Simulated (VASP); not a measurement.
# CdSe (Fm-3m) in VASP: a series of runs

The runs below take CdSe through single point, relaxation of cell and atoms, with PBE.

Program: VASP 6.6.1. These are calculated values, not measurements. Logs are shortened: lines on timing, memory, paths and dates and some standing lists are left out, and cuts for length are marked.

### Step 1. The cell of the first run

The structure is cubic, space group Fm-3m (No. 225). The conventional cell has a = 5.513 Å, b = 5.513 Å, c = 5.513 Å, α = 90.00°, β = 90.00°, γ = 90.00°. Cd (site symmetry m-3m) has 6 Se at 2.76 Å within 3.6 Å. Within 3.6 Å of Se (site symmetry m-3m) lie 6 Cd at 2.76 Å.

### Step 2. Single point, PBE

INCAR reads:

```
ALGO = Normal
EDIFF = 1E-6
ENCUT = 500
GGA = PE
GGA_COMPAT = False
ISIF = 2
ISMEAR = 0
LASPH = True
LCHARG = False
LREAL = False
LWAVE = False
NBANDS = 16
NELM = 120
PREC = Accurate
SIGMA = 0.1
```

KPOINTS reads:

```
k-points
0
Gamma
  6 6 6
```

POSCAR reads:

```
CdSe
1.0
    0.0000000000      2.7565655069      2.7565655069
    2.7565655069      0.0000000000      2.7565655069
    2.7565655069      2.7565655069      0.0000000000
Cd Se
1 1
Direct
    0.0000000000      0.0000000000      0.0000000000
    0.5000000000      0.5000000000      0.5000000000
```

Potentials or basis: VASP PAW PBE potentials, release 64 (Cd, Se).

Run with:

```
$ cat potpaw_PBE.64/Cd/POTCAR potpaw_PBE.64/Se/POTCAR > POTCAR
$ mpirun -np 1 vasp_std > vasp.out
```

OUTCAR:

```text
EDIFF = 1E-6
   ENCUT = 500
   GGA = PE
   ISIF = 2
   ISMEAR = 0
   LASPH = True
   LREAL = False
   NELM = 120
   PREC = Accurate

 ion  position               nearest neighbor table
   1  0.000  0.000  0.000-   2 2.76   2 2.76   2 2.76   2 2.76   2 2.76   2 2.76
   2  0.500  0.500  0.500-   1 2.76   1 2.76   1 2.76   1 2.76   1 2.76   1 2.76

  LATTYP: Found a face centered cubic cell.
 ALAT       =     5.5131310138

  Lattice vectors:

 A1 = (   0.0000000000,   2.7565655069,   2.7565655069)
 A2 = (   2.7565655069,   0.0000000000,   2.7565655069)
 A3 = (   2.7565655069,   2.7565655069,   0.0000000000)

Analysis of symmetry for initial positions (statically):
=====================================================================
 Subroutine PRICEL returns:
 Original cell was already a primitive cell.

 Routine SETGRP: Setting up the symmetry group for a
 face centered cubic supercell.

 Subroutine GETGRP returns: Found 48 space group operations
 (whereof 48 operations were pure point group operations)
 out of a pool of 48 trial point group operations.

The static configuration has the point symmetry O_h .

Analysis of symmetry for dynamics (positions and initial velocities):
=====================================================================
 Subroutine PRICEL returns:
 Original cell was already a primitive cell.

 Routine SETGRP: Setting up the symmetry group for a
 face centered cubic supercell.

 Subroutine GETGRP returns: Found 48 space group operations
 (whereof 48 operations were pure point group operations)
 out of a pool of 48 trial point group operations.

The dynamic configuration has the point symmetry O_h .

 Subroutine INISYM returns: Found 48 space group operations
 (whereof 48 operations are pure point group operations),
 and found     1 'primitive' translations

----------------------------------------------------------------------------------------

                                     Primitive cell

  volume of cell :      41.8924

  direct lattice vectors                    reciprocal lattice vectors
     0.000000000  2.756565507  2.756565507    -0.181385133  0.181385133  0.181385133
     2.756565507  0.000000000  2.756565507     0.181385133 -0.181385133  0.181385133
     2.756565507  2.756565507  0.000000000     0.181385133  0.181385133 -0.181385133

  length of vectors
     3.898372325  3.898372325  3.898372325     0.314168265  0.314168265  0.314168265

[... 70 lines left out ...]
   NELM   =    120;   NELMIN=  2; NELMDL= -5     # of ELM steps
   EDIFF  = 0.1E-05   stopping-criterion for ELM
   LREAL  =      F    real-space projection
   EDIFFG = 0.1E-04   stopping-criterion for IOM
   NSW    =      0    number of steps for IOM
   IBRION =     -1    ionic relax: 0-MD 1-quasi-New 2-CG
   NFREE  =      0    steps in history (QN), initial steepest desc. (CG)
   ISIF   =      2    stress and relaxation
   ISYM   =      2    0-nonsym 1-usesym 2-fastsym
   POTIM  = 0.5000    time-step for ionic-motion
   TEBEG  =    0.0;   TEEND  =   0.0 temperature during run
   PSTRESS=    0.0 pullay stress
   NELECT =      18.0000    total number of electrons
   NUPDOWN=      -1.0000    fix difference up-down
   EMIN   =  10.00;   EMAX   =-10.00  energy-range for DOS
   EFERMI =   0.00;   METHOD = LEGACY
   ISMEAR =     0;   SIGMA  =   0.10  broadening in eV -4-tet -1-fermi 0-gaus
   EFERMI_NEDOS =   21; number of points for ismear=-14 and -15
   IALGO  =     38    algorithm
   IMIX   =      4    mixing-type and parameters
     AMIX     =   0.40;   BMIX     =  1.00
     AMIX_MAG =   1.60;   BMIX_MAG =  1.00
  volume/ion in A,a.u.               =      20.95       141.35
  Fermi-wavevector in a.u.,A,eV,Ry     =   1.235342  2.334459 20.763455  1.526071
  Thomas-Fermi vector in A             =   2.369996
   LORBIT       =      0    0 simple, 1 ext, 2 COOP (PROOUT), +10 PAW based schemes
   GGA     = PE    functional components
   LHFCALC =     F    Hartree Fock is set to
   AEXX    =    0.0000 exact exchange contribution
   IVDW    =     0    specifies the selected vdW correction
   LEPSILON=     F    determine dielectric tensor
   LRPA    =     F    only Hartree local field effects (RPA)
 non-spin polarized calculation
 Gauss-broadening in eV      SIGMA  =   0.10
  energy-cutoff  :      500.00
  volume of cell :       41.89
 maximum number of plane-waves:      1090
   NGX = 15   NGY = 15   NGZ = 15

 number of electron      17.9999990 magnetization

 Free energy of the ion-electron system (eV)
  ---------------------------------------------------
  ext. energy  EPLUGINS =         0.00000000
  ---------------------------------------------------
  free energy    TOTEN  =        -5.04319552 eV

  energy without entropy =       -5.04015142  energy(sigma->0) =       -5.04167347

 E-fermi :   3.4894     XC(G=0): -10.6094

 val. band max:        3.4324670981   @ k =   0.5000   0.0000   0.0000
 cond. band min:       4.0696895065   @ k =   0.0000   0.0000   0.0000
 fundamental gap:      0.6372224083
 Fermi energy:         3.4894325115

 k-point     1 :       0.0000    0.0000    0.0000
  band No.  band energies     occupation
      1     -10.2771      2.00000
      2      -4.7605      2.00000
      3      -4.7605      2.00000
      4      -4.7412      2.00000
      5      -4.7412      2.00000
      6      -4.7412      2.00000
[... 281 lines left out ...]
      3      -4.8334      2.00000
      4      -4.6312      2.00000
      5      -4.4720      2.00000
      6      -3.9224      2.00000
[... 8 lines left out ...]
     15      17.1828      0.00000
     16      18.8070      0.00000

------------------------ aborting loop because EDIFF is reached ----------------------------------------

  FORCE on cell =-STRESS in cart. coord.  units (eV):
  Direction    XX          YY          ZZ          XY          YZ          ZX
  --------------------------------------------------------------------------------------
  -------------------------------------------------------------------------------------
  Total        2.6791635      2.6791635      2.6791635     -0.0000000     -0.0000000     -0.0000000
  in kB      102.4648362    102.4648362    102.4648362     -0.0000000     -0.0000000     -0.0000000
  external PRESSURE =     102.4648362 kB  Pullay stress =       0.0000000 kB

 VOLUME and BASIS-vectors are now :
 -----------------------------------------------------------------------------
  energy-cutoff  :      500.00
  volume of cell :       41.89
      direct lattice vectors                 reciprocal lattice vectors
     0.000000000  2.756565507  2.756565507    -0.181385133  0.181385133  0.181385133
     2.756565507  0.000000000  2.756565507     0.181385133 -0.181385133  0.181385133
     2.756565507  2.756565507  0.000000000     0.181385133  0.181385133 -0.181385133

 POSITION                                       TOTAL-FORCE (eV/Angst)
 -----------------------------------------------------------------------------------
      0.00000      0.00000      0.00000         0.000000     -0.000000      0.000000
      2.75657      2.75657      2.75657        -0.000000      0.000000      0.000000
 -----------------------------------------------------------------------------------
    total drift:                               -0.000000      0.000000      0.000000

  FREE ENERGIE OF THE ION-ELECTRON SYSTEM (eV)
  ---------------------------------------------------
  free  energy   TOTEN  =        -5.0431955168 eV

  energy  without entropy=       -5.0401514209  energy(sigma->0) =       -5.04167347
```

stdout:

```text
POSCAR found type information on POSCAR CdSe
 POSCAR found :  2 types and       2 ions
 scaLAPACK will be used
 LDA part: xc-table for (Slater+PW92), standard interpolation
 POSCAR, INCAR and KPOINTS ok, starting setup
 FFT: planning ... GRIDC
 FFT: planning ... GRID_SOFT
 FFT: planning ... GRID
 WAVECAR not read
 entering main loop
```

It took 9 s on 1 thread of Intel Xeon Platinum 8259CL at 2.50GHz (Skylake/Cascade Lake), shared host; peak memory 0.16 GiB.

What came out:

```
Free energy            : -5.0432 eV
Pressure               : 10.2 GPa
Band gap on the k mesh : zero (band 9 reaches 3.43 eV, above the bottom of band 10 at 2.97 eV)
```

Levels at points of the mesh, in eV from the Fermi level:
```csv
k point,band 6,band 7,band 8,band 9,band 10,band 11,band 12,band 13
"(0.00, 0.00, 0.00)",-8.23,-0.85,-0.85,-0.85,0.58,8.70,8.70,8.70
"(0.50, 0.00, 0.00)",-8.03,-5.60,-0.06,-0.06,2.90,5.18,5.18,6.87
"(0.50, 0.50, 0.00)",-7.26,-4.96,-2.58,-2.58,-0.52,5.25,10.60,11.19
```

### Step 3. Single point, PBE

This run uses another cell than the first one, of 23.75 Å³/atom, 1.134 times its volume.

INCAR reads:

```
PREC = Accurate ; ENCUT = 500
EDIFF = 1E-6 ; ISMEAR = 0
SIGMA = 0.1 ; LREAL = F
LASPH = T ; NELM = 120
ALGO = Normal ; ISIF = 2
LWAVE = F ; LCHARG = F
GGA = PE ; NBANDS = 16
GGA_COMPAT = F
```

KPOINTS reads:

```
regular mesh
0
Gamma
  6 6 6
```

POSCAR reads:

```
CdSe
1.0
    0.0000000000      2.8745740215      2.8745740215
    2.8745740215      0.0000000000      2.8745740215
    2.8745740215      2.8745740215      0.0000000000
Cd Se
1 1
Direct
    0.0000000000      0.0000000000      0.0000000000
    0.5000000000      0.5000000000      0.5000000000
```

Potentials or basis: VASP PAW PBE potentials, release 64 (Cd, Se).

Run with:

```
$ cat potpaw_PBE.64/Cd/POTCAR potpaw_PBE.64/Se/POTCAR > POTCAR
$ mpirun -np 1 vasp_std > vasp.out
```

OUTCAR:

```text
PREC = Accurate
   ENCUT = 500
   EDIFF = 1E-6
   ISMEAR = 0
   LREAL = F
   LASPH = T
   NELM = 120
   ISIF = 2
   GGA = PE

 ion  position               nearest neighbor table
   1  0.000  0.000  0.000-   2 2.87   2 2.87   2 2.87   2 2.87   2 2.87   2 2.87
   2  0.500  0.500  0.500-   1 2.87   1 2.87   1 2.87   1 2.87   1 2.87   1 2.87

  LATTYP: Found a face centered cubic cell.
 ALAT       =     5.7491480430

  Lattice vectors:

 A1 = (   0.0000000000,   2.8745740215,   2.8745740215)
 A2 = (   2.8745740215,   0.0000000000,   2.8745740215)
 A3 = (   2.8745740215,   2.8745740215,   0.0000000000)

Analysis of symmetry for initial positions (statically):
=====================================================================
 Subroutine PRICEL returns:
 Original cell was already a primitive cell.

 Routine SETGRP: Setting up the symmetry group for a
 face centered cubic supercell.

 Subroutine GETGRP returns: Found 48 space group operations
[... 152 lines left out ...]
  ---------------------------------------------------
  free energy    TOTEN  =        -5.20168252 eV

  energy without entropy =       -5.19811750  energy(sigma->0) =       -5.19990001

 E-fermi :   2.2848     XC(G=0):  -9.9956

 val. band max:        2.2163381831   @ k =  -0.1667   0.1667   0.0000
 cond. band min:       2.3364334457   @ k =   0.0000   0.0000   0.0000
 fundamental gap:      0.1200952627
 Fermi energy:         2.2848052592

 k-point     1 :       0.0000    0.0000    0.0000
  band No.  band energies     occupation
      1     -10.6245      2.00000
      2      -5.6539      2.00000
      3      -5.6539      2.00000
      4      -5.6379      2.00000
      5      -5.6379      2.00000
      6      -5.6379      2.00000
[... 281 lines left out ...]
      3      -5.6907      2.00000
      4      -5.5500      2.00000
      5      -5.4521      2.00000
      6      -5.0864      2.00000
[... 8 lines left out ...]
     15      15.2309      0.00000
     16      17.1283      0.00000

------------------------ aborting loop because EDIFF is reached ----------------------------------------

  FORCE on cell =-STRESS in cart. coord.  units (eV):
  Direction    XX          YY          ZZ          XY          YZ          ZX
  --------------------------------------------------------------------------------------
  -------------------------------------------------------------------------------------
  Total        0.0022278      0.0022278      0.0022278      0.0000000      0.0000000     -0.0000000
  in kB        0.0751326      0.0751326      0.0751326      0.0000000      0.0000000     -0.0000000
  external PRESSURE =       0.0751326 kB  Pullay stress =       0.0000000 kB

 VOLUME and BASIS-vectors are now :
 -----------------------------------------------------------------------------
  energy-cutoff  :      500.00
  volume of cell :       47.51
      direct lattice vectors                 reciprocal lattice vectors
     0.000000000  2.874574021  2.874574021    -0.173938815  0.173938815  0.173938815
     2.874574021  0.000000000  2.874574021     0.173938815 -0.173938815  0.173938815
     2.874574021  2.874574021  0.000000000     0.173938815  0.173938815 -0.173938815

 POSITION                                       TOTAL-FORCE (eV/Angst)
 -----------------------------------------------------------------------------------
      0.00000      0.00000      0.00000         0.000000      0.000000     -0.000000
      2.87457      2.87457      2.87457         0.000000      0.000000      0.000000
 -----------------------------------------------------------------------------------
    total drift:                               -0.000000      0.000000      0.000000

  FREE ENERGIE OF THE ION-ELECTRON SYSTEM (eV)
  ---------------------------------------------------
  free  energy   TOTEN  =        -5.2016825174 eV

  energy  without entropy=       -5.1981175033  energy(sigma->0) =       -5.19990001
```

OSZICAR:

```text
N       E                     dE             d eps       ncg     rms          rms(c)
DAV:   1     0.958844544536E+02    0.95884E+02   -0.90132E+03   552   0.100E+03
DAV:   2    -0.238362543706E+01   -0.98268E+02   -0.93393E+02   616   0.238E+02
DAV:   3    -0.561893116475E+01   -0.32353E+01   -0.32305E+01   608   0.447E+01
DAV:   4    -0.562889018614E+01   -0.99590E-02   -0.99586E-02   640   0.246E+00
DAV:   5    -0.562893716494E+01   -0.46979E-04   -0.46979E-04   608   0.150E-01    0.530E+00
DAV:   6    -0.522468670333E+01    0.40425E+00   -0.61128E-01   640   0.896E+00    0.450E+00
DAV:   7    -0.520223368692E+01    0.22453E-01   -0.11154E-01   584   0.238E+00    0.214E+00
DAV:   8    -0.520165505318E+01    0.57863E-03   -0.11086E-02   584   0.120E+00    0.200E-01
DAV:   9    -0.520164676262E+01    0.82906E-05   -0.90478E-04   616   0.337E-01    0.396E-02
DAV:  10    -0.520167093985E+01   -0.24177E-04   -0.83000E-05   616   0.117E-01    0.386E-02
DAV:  11    -0.520168229676E+01   -0.11357E-04   -0.15283E-05   584   0.348E-02    0.128E-02
DAV:  12    -0.520168251741E+01   -0.22066E-06   -0.34118E-07   480   0.654E-03
   1 F= -.52016825E+01 E0= -.51999000E+01  d E =-.356501E-02
```

stdout:

```text
POSCAR found type information on POSCAR CdSe
 POSCAR found :  2 types and       2 ions
 scaLAPACK will be used
 LDA part: xc-table for (Slater+PW92), standard interpolation
 POSCAR, INCAR and KPOINTS ok, starting setup
 FFT: planning ... GRIDC
 FFT: planning ... GRID_SOFT
 FFT: planning ... GRID
 WAVECAR not read
 entering main loop
```

Run time: 12 s. Hardware: 1 thread of Intel Xeon Platinum 8259CL at 2.50GHz (Skylake/Cascade Lake), shared host; peak memory 0.16 GiB.

What came out:

```yaml
Free_energy: -5.2017 eV
Pressure: 0.0 GPa
Band_gap_on_the_k_mesh: zero (band 9 reaches 2.22 eV, above the bottom of band 10 at 1.81 eV)
```

(Continued in part 2 of 2.)
